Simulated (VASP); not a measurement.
# C (P1) in VASP: notebook

Runs on C. Level: PBE+D3(BJ). Tasks: single point.

Program: VASP 6.6.1. These are calculated values, not measurements. Logs are shortened: lines on timing, memory, paths and dates and some standing lists are left out, and cuts for length are marked.

## (1) The cell of the first run

The typed cell holds 16 atoms: a = 5.117 Å, b = 5.184 Å, c = 5.201 Å, α = 58.67°, β = 62.41°, γ = 59.90°.

## (2) Single point, PBE+D3(BJ)

The input, INCAR:

```
  PREC = Accurate
  ENCUT = 520
  EDIFF = 1E-6
  ISMEAR = -1
  SIGMA = 0.3
  LREAL = Auto
  LASPH = T
  NELM = 100
  ALGO = Normal
  ISIF = 2
  LWAVE = F
  LCHARG = F
  GGA = PE
  IVDW = 12
  NBANDS = 46
```

The input, KPOINTS:

```
regular mesh
0
Gamma
  3 3 3
```

The input, POSCAR:

```
C
1.0
   -0.0369750000      3.5501000000      3.6852700000
    3.7132650000      0.0313990000      3.6168950000
    3.7916290000      3.5600890000     -0.0469650000
C
16
Direct
   -0.0101442408      0.2057797171     -0.1405437358
    0.1157857921      0.3495177639     -0.0304277924
   -0.0196299180      0.2279475584      0.3624153348
    0.1404217416      0.3542879771      0.4900339534
    0.0128012068      0.7364211601     -0.1355495473
    0.1586447021      0.8418188919     -0.0336611889
    0.0565057810      0.7064501538      0.3469623929
    0.1520626384      0.8530152369      0.4930996394
    0.4798270296      0.2042235016     -0.1267514244
    0.6489463474      0.3262294461     -0.0259734254
    0.5456637773      0.2021105124      0.3839210077
    0.6257997364      0.3363933865      0.5076238094
    0.5604388779      0.6993168207     -0.1293708975
    0.6444662999      0.8277151762     -0.0172212662
    0.4735036538      0.7789490536      0.3718885841
    0.6824053442      0.8204690012      0.4896874436
```

Potentials or basis: VASP PAW PBE potentials, release 64 (C).

Started as:

```console
$ cat potpaw_PBE.64/C/POTCAR > POTCAR
$ mpirun -np 1 vasp_std > vasp.out
```

OUTCAR:

```text
PREC = Accurate
   ENCUT = 520
   EDIFF = 1E-6
   ISMEAR = -1
   LREAL = Auto
   LASPH = T
   NELM = 100
   ISIF = 2
   GGA = PE
   IVDW = 12
 IVDW          = 12

 ion  position               nearest neighbor table
   1  0.990  0.206  0.859-  10 1.46   6 1.53   4 1.60   2 1.60
   2  0.116  0.350  0.970-   9 1.55   1 1.60   5 1.63   3 1.69
   3  0.980  0.228  0.362-  12 1.53   8 1.57   2 1.69   4 1.74
   4  0.140  0.354  0.490-   7 1.47   1 1.60  11 1.73   3 1.74
   5  0.013  0.736  0.864-   6 1.49  14 1.58   8 1.60   2 1.63
   6  0.159  0.842  0.966-   5 1.49   1 1.53   7 1.63  13 1.71
[... 8 lines left out ...]
  15  0.474  0.779  0.372-   8 1.38  16 1.59  14 1.72  12 1.84
  16  0.682  0.820  0.490-  15 1.59  11 1.59   7 1.60  13 1.63

  LATTYP: Found a triclinic cell.
 ALAT       =     5.1837488653
 B/A-ratio  =     2.4356442488
 C/A-ratio  =     0.9814137656
 COS(alpha) =     0.0123982811
 COS(beta)  =     0.4872631008
 COS(gamma) =     0.8280654246

  Lattice vectors:

 A1 = (   3.7132650000,   0.0313990000,   3.6168950000)
 A2 = (   7.4679190000,   7.1415880000,   7.2552000000)
 A3 = (  -0.0783640000,  -3.5286900000,   3.6638600000)

Analysis of symmetry for initial positions (statically):
=====================================================================
 Subroutine PRICEL returns:
 Original cell was already a primitive cell.

 Routine SETGRP: Setting up the symmetry group for a
 triclinic supercell.

 Subroutine GETGRP returns: Found  1 space group operations
 (whereof  1 operations were pure point group operations)
 out of a pool of  2 trial point group operations.

The static configuration has the point symmetry C_1 .

Analysis of symmetry for dynamics (positions and initial velocities):
=====================================================================
 Subroutine PRICEL returns:
 Original cell was already a primitive cell.

 Routine SETGRP: Setting up the symmetry group for a
 triclinic supercell.

 Subroutine GETGRP returns: Found  1 space group operations
 (whereof  1 operations were pure point group operations)
 out of a pool of  2 trial point group operations.

The dynamic configuration has the point symmetry C_1 .

 Subroutine INISYM returns: Found  1 space group operations
 (whereof  1 operations are pure point group operations),
 and found     1 'primitive' translations

----------------------------------------------------------------------------------------

                                     Primitive cell

[... 113 lines left out ...]
   ISIF   =      2    stress and relaxation
   ISYM   =      2    0-nonsym 1-usesym 2-fastsym
   POTIM  = 0.5000    time-step for ionic-motion
   TEBEG  =    0.0;   TEEND  =   0.0 temperature during run
   PSTRESS=    0.0 pullay stress
   NELECT =      64.0000    total number of electrons
   NUPDOWN=      -1.0000    fix difference up-down
   EMIN   =  10.00;   EMAX   =-10.00  energy-range for DOS
   EFERMI =   0.00;   METHOD = LEGACY
   ISMEAR =    -1;   SIGMA  =   0.30  broadening in eV -4-tet -1-fermi 0-gaus
   EFERMI_NEDOS =   21; number of points for ismear=-14 and -15
   IALGO  =     38    algorithm
   IMIX   =      4    mixing-type and parameters
     AMIX     =   0.40;   BMIX     =  1.00
     AMIX_MAG =   1.60;   BMIX_MAG =  1.00
  volume/ion in A,a.u.               =       6.13        41.36
  Fermi-wavevector in a.u.,A,eV,Ry     =   1.420052  2.683509 27.436798  2.016548
  Thomas-Fermi vector in A             =   2.541008
   LORBIT       =      0    0 simple, 1 ext, 2 COOP (PROOUT), +10 PAW based schemes
   GGA     = PE    functional components
   LHFCALC =     F    Hartree Fock is set to
   AEXX    =    0.0000 exact exchange contribution
   IVDW    =    12    specifies the selected vdW correction
   LEPSILON=     F    determine dielectric tensor
   LRPA    =     F    only Hartree local field effects (RPA)
 non-spin polarized calculation
  energy-cutoff  :      520.00
  volume of cell :       98.06
 maximum number of plane-waves:      2655
 NGX is ok and might be reduce to    40
   NGX = 19   NGY = 19   NGZ = 19

 number of electron      64.0000000 magnetization

 Free energy of the ion-electron system (eV)
  ---------------------------------------------------
  ext. energy  EPLUGINS =         0.00000000
  ---------------------------------------------------
  free energy    TOTEN  =      -138.42429441 eV

  energy without entropy =     -138.38975979  energy(sigma->0) =     -138.40702710

 E-fermi :  10.4144     XC(G=0): -12.8849

 val. band max:        9.8367356342   @ k =   0.0000   0.0000   0.0000
 cond. band min:      11.4152623029   @ k =   0.3333   0.0000   0.3333
 fundamental gap:      1.5785266687
 Fermi energy:        10.4143544738

 k-point     1 :       0.0000    0.0000    0.0000
  band No.  band energies     occupation
      1     -11.9978      2.00000
      2      -7.1927      2.00000
      3      -6.9417      2.00000
      4      -6.7354      2.00000
      5      -6.2893      2.00000
      6      -5.0010      2.00000
[... 647 lines left out ...]
     43      17.1533      0.00000
     44      17.3760      0.00000
 [bands above 44 left out]

------------------------ aborting loop because EDIFF is reached ----------------------------------------

 Edisp (eV)   -2.83358

 E8    (eV) :    -0.8170

  FORCE on cell =-STRESS in cart. coord.  units (eV):
  Direction    XX          YY          ZZ          XY          YZ          ZX
  --------------------------------------------------------------------------------------
  -------------------------------------------------------------------------------------
  Total     -26.19811     1.63240   -12.96800    -1.94159    -0.41338     8.39862
  in kB    -428.04442    26.67146  -211.88092   -31.72311    -6.75414   137.22300
  external pressure =     -204.42 kB  Pullay stress =        0.00 kB

 VOLUME and BASIS-vectors are now :
 -----------------------------------------------------------------------------
  energy-cutoff  :      520.00
  volume of cell :       98.06
      direct lattice vectors                 reciprocal lattice vectors
    -0.036975000  3.550100000  3.685270000    -0.131327229  0.141630871  0.133596838
     3.713265000  0.031399000  3.616895000     0.135494852 -0.142478542  0.138612095
     3.791629000  3.560089000 -0.046965000     0.129763720  0.140914996 -0.134444509

 POSITION                                       TOTAL-FORCE (eV/Angst)
 -----------------------------------------------------------------------------------
      3.98625      6.58029      4.35181        -0.287021      1.804443      5.037907
      4.96983      3.87379      1.64533         1.883486      2.529990     -0.764382
      2.18433      4.77780      4.42037         0.244398      2.705751      3.496998
      3.16840      2.25420      1.77590        -3.866792      0.213584     -1.704845
      6.01173      3.14609      2.67013        -3.707775      0.034202     -2.028386
      6.78403      4.02989      3.58404         1.646488      2.599203     -0.825415
[... 8 lines left out ...]
      4.28500      3.02940      4.54490        -7.622498      6.924349      1.528130
      4.87810      4.19170      5.45940         2.886360     -2.593761      0.573162
 -----------------------------------------------------------------------------------
    total drift:                                0.004843      0.010452      0.025266

  FREE ENERGIE OF THE ION-ELECTRON SYSTEM (eV)
  ---------------------------------------------------
  free  energy   TOTEN  =      -141.2578726017 eV

  energy  without entropy=     -141.2233379787  energy(sigma->0) =     -141.24060529
```

Run time: 81 s. Hardware: 1 thread of Intel Xeon 6975P-C (Granite Rapids), shared host; peak memory 0.24 GiB.

Results:

- Free energy: -141.2579 eV
- Pressure: -20.4 GPa
- Largest force: 10.411 eV/Å
- Band gap on the k mesh: 1.58 eV, indirect (least direct gap 1.62 eV)
- Dispersion energy per atom: -0.177 eV

Forces on the atoms (eV/Å):
```
C   -0.287  1.804  5.038
C    1.883  2.530 -0.764
C    0.244  2.706  3.497
C   -3.867  0.214 -1.705
C   -3.708  0.034 -2.028
C    1.646  2.599 -0.825
C    2.304 -1.414 -1.292
C    1.963 -4.891 -2.666
C    0.017  1.146  3.740
C    3.466  0.553 -2.171
C   -1.865 -4.778 -2.898
C    0.850 -0.705  1.679
C   -4.177 -6.245 -4.814
C    6.264  2.116  3.107
C   -7.622  6.924  1.528
C    2.886 -2.594  0.573
```

Stress tensor (GPa, compression positive):
```
-42.80  -3.17  13.72
 -3.17   2.67  -0.68
 13.72  -0.68 -21.19
```

Caveat: the k points lie up to 0.50 Å⁻¹ apart; forces of over 1 eV/Å act on the atoms, so gaps and moduli don't describe the material at rest.

## (3) Single point, PBE+D3(BJ)

This run uses another cell than the first one, of 6.52 Å³/atom, 1.064 times its volume.

The input, INCAR:

```
PREC = Accurate
ENCUT = 520
EDIFF = 1E-6
ISMEAR = -1
SIGMA = 0.3
LREAL = Auto
LASPH = T
NELM = 100
ALGO = Normal
ISIF = 2
LWAVE = F
LCHARG = F
GGA = PE
IVDW = 12
NBANDS = 46
```

The input, KPOINTS:

```
Automatic mesh
0
Gamma
  3 3 3
```

The input, POSCAR:

```
C
1.0
    0.0000000000      3.7368150000      3.7368150000
    3.7368150000      0.0000000000      3.7368150000
    3.7368150000      3.7368150000      0.0000000000
C
16
Direct
   -0.0796266339      0.0350432119      0.0464700554
    0.0302664167      0.1810097637      0.1778519943
   -0.0625131295      0.1120740524      0.5444743719
    0.0515144582      0.2061648757      0.6702499321
   -0.0592616975      0.5916937285      0.0037063649
    0.0694441657      0.6869754055      0.1251333020
   -0.0504172671      0.5816450640      0.5054036660
    0.1176536703      0.7092002146      0.6483997736
    0.4053853348      0.0985197287      0.0235896077
    0.5142614767      0.1750421147      0.1866027620
    0.4281855002      0.0656575185      0.5206706781
    0.5887366648      0.1682716431      0.6534709371
    0.4112325603      0.5615209744      0.0183846404
    0.5333954183      0.6864134296      0.1316629269
    0.4622118034      0.5857929815      0.5138600653
    0.5900880830      0.6866408961      0.6554913743
```

Potentials or basis: VASP PAW PBE potentials, release 64 (C).

Started as:

```console
$ cat potpaw_PBE.64/C/POTCAR > POTCAR
$ mpirun -np 1 vasp_std > vasp.out
```

It took 72 s on 1 thread of Intel Xeon 6975P-C (Granite Rapids), shared host; peak memory 0.24 GiB.

It converged, with:

```
Free energy                : -139.3086 eV
Pressure                   : -38.3 GPa
Largest force              : 8.327 eV/Å
Band gap on the k mesh     : 1.43 eV, direct
Dispersion energy per atom : -0.167 eV
```

Forces in eV/Å, atoms in the order of the input:
```
C    3.569 -1.075  3.678
C   -0.164 -0.391  4.575
C   -6.590 -1.832 -4.749
C   -0.001  0.539  1.626
C   -2.162 -0.748 -3.810
C    3.672  0.268 -2.480
C    1.546  2.986 -0.266
C   -0.017 -4.195 -3.906
C   -3.492  1.062 -4.030
C   -3.380 -1.179  4.624
C    2.978  4.162 -0.183
C    4.682 -2.841  0.663
C   -0.170  4.141  2.966
C    3.348  3.705  4.269
C   -2.446 -0.503 -2.135
C   -1.374 -4.099 -0.842
```

Stress tensor (GPa, compression positive):
```
-36.68  -1.70   4.37
 -1.70 -36.78  -0.72
  4.37  -0.72 -41.46
```

Levels at points of the mesh, in eV from the valence-band top:
```
           k point  band 29  band 30  band 31  band 32  band 33  band 34  band 35  band 36
(0.00, 0.00, 0.00)    -2.72    -1.75    -1.49     0.00     1.43     1.85     1.93     2.20
```

Caveat: the k points lie up to 0.49 Å⁻¹ apart; forces of over 1 eV/Å act on the atoms, so gaps and moduli don't describe the material at rest.
